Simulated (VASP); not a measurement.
# Co (Fd-3m) in VASP: notebook, part 2 of 2

VASP 6.6.1. Earlier steps stand in the parts before.

### Step 3. Single point, LDA, collinear spin, ferromagnetic start

The input, INCAR:

```
PREC     = Accurate       # precision mode
ENCUT    = 520            # plane-wave cutoff, eV
EDIFF    = 1E-7           # SCF threshold, eV
ISMEAR   = -1             # smearing method
SIGMA    = 0.08           # smearing width, eV
LREAL    = F              # projectors in reciprocal space
LASPH    = T              # aspherical terms in the spheres
NELM     = 150            # most SCF steps
ALGO     = Normal         # electronic algorithm
ISIF     = 2              # what is computed and relaxed
LWAVE    = F              # write WAVECAR
LCHARG   = T              # write CHGCAR
ISPIN    = 2              # spin polarisation
MAGMOM   = 1.7 1.7        # initial moments
LORBIT   = 11             # projections on sites
LMAXMIX  = 4              # l up to which the mixer works
LELF     = T              # ELF
LVHAR    = T            
NBANDS   = 20             # bands
```

The input, KPOINTS:

```
Automatic mesh
0
Gamma
  15 15 15
```

The input, POSCAR:

```
Co
1.0
    0.0000000000      2.2946820367      2.2946820367
    2.2946820367      0.0000000000      2.2946820367
    2.2946820367      2.2946820367      0.0000000000
Co
2
Direct
   -0.1250000000     -0.1250000000     -0.1250000000
    0.1250000000      0.1250000000      0.1250000000
```

Potentials or basis: VASP PAW LDA potentials, release 64 (Co).

Run with:

```sh
$ cat potpaw_LDA.64/Co/POTCAR > POTCAR
$ mpirun -np 1 vasp_std > vasp.out
```

OUTCAR:

```text
PREC = Accurate
   ENCUT = 520
   EDIFF = 1E-7
   ISMEAR = -1
   LREAL = F
   LASPH = T
   NELM = 150
   ISIF = 2
   ISPIN = 2
   LORBIT = 11

 ion  position               nearest neighbor table
   1  0.875  0.875  0.875-   2 1.99   2 1.99   2 1.99   2 1.99
   2  0.125  0.125  0.125-   1 1.99   1 1.99   1 1.99   1 1.99

  LATTYP: Found a face centered cubic cell.
 ALAT       =     4.5893640734

  Lattice vectors:

 A1 = (   0.0000000000,   2.2946820367,   2.2946820367)
 A2 = (   2.2946820367,   0.0000000000,   2.2946820367)
 A3 = (   2.2946820367,   2.2946820367,   0.0000000000)

Analysis of symmetry for initial positions (statically):
=====================================================================
 Subroutine PRICEL returns:
 Original cell was already a primitive cell.

 Routine SETGRP: Setting up the symmetry group for a
 face centered cubic supercell.

 Subroutine GETGRP returns: Found 48 space group operations
 (whereof 12 operations were pure point group operations)
 out of a pool of 48 trial point group operations.

The static configuration has the point symmetry D_3d.
 The point group associated with its full space group is O_h .

Analysis of symmetry for dynamics (positions and initial velocities):
=====================================================================
 Subroutine PRICEL returns:
 Original cell was already a primitive cell.

 Routine SETGRP: Setting up the symmetry group for a
 face centered cubic supercell.

 Subroutine GETGRP returns: Found 48 space group operations
 (whereof 12 operations were pure point group operations)
 out of a pool of 48 trial point group operations.

The dynamic configuration has the point symmetry D_3d.
 The point group associated with its full space group is O_h .

Analysis of structural, dynamic, and magnetic symmetry:
=====================================================================
 Subroutine PRICEL returns:
 Original cell was already a primitive cell.

 Routine SETGRP: Setting up the symmetry group for a
 face centered cubic supercell.

 Subroutine GETGRP returns: Found 48 space group operations
 (whereof 12 operations were pure point group operations)
 out of a pool of 48 trial point group operations.

The overall configuration has the point symmetry D_3d.
 The point group associated with its full space group is O_h .

 Subroutine INISYM returns: Found 48 space group operations
 (whereof 12 operations are pure point group operations),
 and found     1 'primitive' translations

----------------------------------------------------------------------------------------

                                     Primitive cell

  volume of cell :      24.1656

  direct lattice vectors                    reciprocal lattice vectors
     0.000000000  2.294682037  2.294682037    -0.217895112  0.217895112  0.217895112
     2.294682037  0.000000000  2.294682037     0.217895112 -0.217895112  0.217895112
     2.294682037  2.294682037  0.000000000     0.217895112  0.217895112 -0.217895112

  length of vectors
     3.245170458  3.245170458  3.245170458     0.377405405  0.377405405  0.377405405

  position of ions in fractional coordinates (direct lattice)
     0.875000000  0.875000000  0.875000000
     0.125000000  0.125000000  0.125000000
[... 62 lines left out ...]
   dimension x,y,z NGX =    24 NGY =   24 NGZ =   24
   dimension x,y,z NGXF=    48 NGYF=   48 NGZF=   48
   ions per type =               2
   NGX,Y,Z   is equivalent  to a cutoff of  12.29, 12.29, 12.29 a.u.
   NGXF,Y,Z  is equivalent  to a cutoff of  24.59, 24.59, 24.59 a.u.
 SYSTEM =  unknown system
   PREC   = accura    normal or accurate (medium, high low for compatibility)
   ISTART =      0    job   : 0-new  1-cont  2-samecut
   ICHARG =      2    charge: 1-file 2-atom 10-const
   ISPIN  =      2    spin polarized calculation?
   LNONCOLLINEAR =      F non collinear calculations
   LSORBIT =      F    spin-orbit coupling
   LASPH  =      T    aspherical Exc in radial PAW
   ENCUT  =  520.0 eV  38.22 Ry    6.18 a.u.   6.03  6.03  6.03*2*pi/ulx,y,z
   NELM   =    150;   NELMIN=  2; NELMDL= -5     # of ELM steps
   EDIFF  = 0.1E-06   stopping-criterion for ELM
   LREAL  =      F    real-space projection
   EDIFFG = 0.1E-05   stopping-criterion for IOM
   NSW    =      0    number of steps for IOM
   IBRION =     -1    ionic relax: 0-MD 1-quasi-New 2-CG
   NFREE  =      0    steps in history (QN), initial steepest desc. (CG)
   ISIF   =      2    stress and relaxation
   ISYM   =      2    0-nonsym 1-usesym 2-fastsym
   POTIM  = 0.5000    time-step for ionic-motion
   TEBEG  =    0.0;   TEEND  =   0.0 temperature during run
   PSTRESS=    0.0 pullay stress
   NELECT =      18.0000    total number of electrons
   NUPDOWN=      -1.0000    fix difference up-down
   EMIN   =  10.00;   EMAX   =-10.00  energy-range for DOS
   EFERMI =   0.00;   METHOD = LEGACY
   ISMEAR =    -1;   SIGMA  =   0.08  broadening in eV -4-tet -1-fermi 0-gaus
   EFERMI_NEDOS =   21; number of points for ismear=-14 and -15
   IALGO  =     38    algorithm
   IMIX   =      4    mixing-type and parameters
     AMIX     =   0.40;   BMIX     =  1.00
     AMIX_MAG =   1.60;   BMIX_MAG =  1.00
  volume/ion in A,a.u.               =      12.08        81.54
  Fermi-wavevector in a.u.,A,eV,Ry     =   1.483997  2.804349 29.963409  2.202248
  Thomas-Fermi vector in A             =   2.597589
   LORBIT       =     11    0 simple, 1 ext, 2 COOP (PROOUT), +10 PAW based schemes
   GGA     = CA    functional components
   LHFCALC =     F    Hartree Fock is set to
   AEXX    =    0.0000 exact exchange contribution
   IVDW    =     0    specifies the selected vdW correction
   LEPSILON=     F    determine dielectric tensor
   LRPA    =     F    only Hartree local field effects (RPA)
 spin polarized calculation
  energy-cutoff  :      520.00
  volume of cell :       24.17
 maximum number of plane-waves:       663
   NGX = 13   NGY = 13   NGZ = 13

 number of electron      17.9999991 magnetization       0.0007219

 Free energy of the ion-electron system (eV)
  ---------------------------------------------------
  ext. energy  EPLUGINS =         0.00000000
  ---------------------------------------------------
  free energy    TOTEN  =       -13.40015492 eV

  energy without entropy =      -13.33335338  energy(sigma->0) =      -13.36675415

 E-fermi :   8.7179     XC(G=0): -12.7992

 val. band max:        8.7165305362   @ k =  -0.4000   0.2667   0.1333
 cond. band min:       8.7245106993   @ k =  -0.1333   0.2000   0.0667
 fundamental gap:      0.0079801631
 Fermi energy:         8.7179477406

 spin component 1

 k-point     1 :       0.0000    0.0000    0.0000
  band No.  band energies     occupation
      1       0.6623      1.00000
      2       4.6696      1.00000
      3       4.6696      1.00000
      4       5.0289      1.00000
      5       5.0289      1.00000
      6       5.0289      1.00000
[... 541 lines left out ...]
     19      29.9451      0.00000
     20      29.9605      0.00000

 [... further k-points ...]

 spin component 2

 k-point     1 :       0.0000    0.0000    0.0000
  band No.  band energies     occupation
      1       0.6623      1.00000
      2       4.6699      1.00000
      3       4.6699      1.00000
      4       5.0292      1.00000
      5       5.0292      1.00000
      6       5.0292      1.00000
[... 541 lines left out ...]
     19      29.9452      0.00000
     20      29.9606      0.00000

 [... further k-points ...]
[... 5 lines left out ...]
  --------------------------------------------------------------------------------------
  -------------------------------------------------------------------------------------
  Total        3.7332611      3.7332611      3.7332611      0.0000000      0.0000000     -0.0000000
  in kB      247.5149325    247.5149325    247.5149325      0.0000000      0.0000000     -0.0000000
  external PRESSURE =     247.5149325 kB  Pullay stress =       0.0000000 kB

 VOLUME and BASIS-vectors are now :
 -----------------------------------------------------------------------------
  energy-cutoff  :      520.00
  volume of cell :       24.17
      direct lattice vectors                 reciprocal lattice vectors
     0.000000000  2.294682037  2.294682037    -0.217895112  0.217895112  0.217895112
     2.294682037  0.000000000  2.294682037     0.217895112 -0.217895112  0.217895112
     2.294682037  2.294682037  0.000000000     0.217895112  0.217895112 -0.217895112

 POSITION                                       TOTAL-FORCE (eV/Angst)
 -----------------------------------------------------------------------------------
      4.01569      4.01569      4.01569         0.000000      0.000000      0.000000
      0.57367      0.57367      0.57367        -0.000000     -0.000000     -0.000000
 -----------------------------------------------------------------------------------
    total drift:                                0.000000      0.000000      0.000000

  FREE ENERGIE OF THE ION-ELECTRON SYSTEM (eV)
  ---------------------------------------------------
  free  energy   TOTEN  =       -13.4001549162 eV

  energy  without entropy=      -13.3333533779  energy(sigma->0) =      -13.36675415

 total charge

# of ion       s       p       d       tot
------------------------------------------
    1        0.635   0.553   7.535   8.723
    2        0.635   0.553   7.535   8.723
--------------------------------------------------
tot          1.271   1.106  15.069  17.446

 magnetization (x)

# of ion       s       p       d       tot
------------------------------------------
    1       -0.000   0.000   0.000   0.000
    2       -0.000   0.000   0.000   0.000
--------------------------------------------------
tot         -0.000   0.000   0.001   0.001
```

Wall time 58 s (1 thread of Intel Xeon 6975P-C, shared host); peak memory 0.2 GiB.

Results:

| Item | Value |
| --- | --- |
| Free energy | -13.4002 eV |
| Pressure | 24.8 GPa |
| Band gap on the k mesh | zero (filled and empty bands overlap) |
| Net moment | 0.00 μB per cell |
| Valence electrons inside the program's atomic spheres | Co 8.72 |

Levels at points of the mesh, in eV from the Fermi level:
Spin up:
```csv
k point,band 7,band 8,band 9,band 10,band 11,band 12
"(0.00, 0.00, 0.00)",-1.41,-1.41,-1.41,0.43,0.43,15.40
```
Spin down:
| k point | band 5 | band 6 | band 7 | band 8 | band 9 | band 10 | band 11 | band 12 | band 13 | band 14 |
| --- | --- | --- | --- | --- | --- | --- | --- | --- | --- | --- |
| (0.00, 0.00, 0.00) | -3.69 | -3.69 | -1.41 | -1.41 | -1.41 | 0.43 | 0.43 | 15.40 | 15.40 | 15.40 |

Caveat: the starting moments collapsed, and a magnetic state may lie lower.
